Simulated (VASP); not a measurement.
The system is TbW.

```
CELL_PARAMETERS angstrom
3.46537 0.00000 0.00000
0.00000 3.46537 0.00000
0.00000 0.00000 3.46537
ATOMIC_POSITIONS crystal
Tb 0.50000 0.50000 0.50000
W 0.00000 0.00000 0.00000
```

The cell was generated, and may not be a known phase.

- Program: VASP 6.6.1
- Task: relaxation of cell and atoms
- Functional: PBE
- Potentials or basis: VASP PAW PBE potentials, release 64 (Tb_3, W_sv), 4f in core
- Cutoff: 500 eV
- k mesh: 6 × 6 × 6
- Occupations: gaussian, width 0.2 eV
- Spin: no spin polarisation

At the start: pressure 4.7 GPa; volume 20.81 Å³/atom.

Task: Where does the relaxation end?

Result: Over 3 steps the energy falls by 12.9 meV/atom and the volume is 21.73 Å³/atom (+4.4 %); space group Pm-3m (No. 221, to 0.1 Å) before and after.

Step by step:
| step | energy change (eV) | largest force (eV/Å) | pressure (GPa) | volume (Å³) |
| --- | --- | --- | --- | --- |
| 1 | 0.0000 | 0.0000 | 4.66 | 41.61 |
| 2 | -0.0009 | 0.0000 | -3.99 | 45.37 |
| 3 | -0.0257 | 0.0000 | -0.02 | 43.46 |

Final structure:
```cif
data_structure
_symmetry_space_group_name_H-M 'P 1'
_symmetry_Int_Tables_number 1
_cell_length_a 3.5158
_cell_length_b 3.5158
_cell_length_c 3.5158
_cell_angle_alpha 90.000
_cell_angle_beta 90.000
_cell_angle_gamma 90.000
_cell_volume 43.46
loop_
_atom_site_label
_atom_site_type_symbol
_atom_site_fract_x
_atom_site_fract_y
_atom_site_fract_z
_atom_site_occupancy
Tb1 Tb 0.50000 0.50000 0.50000 1
W1 W 0.00000 0.00000 0.00000 1
```
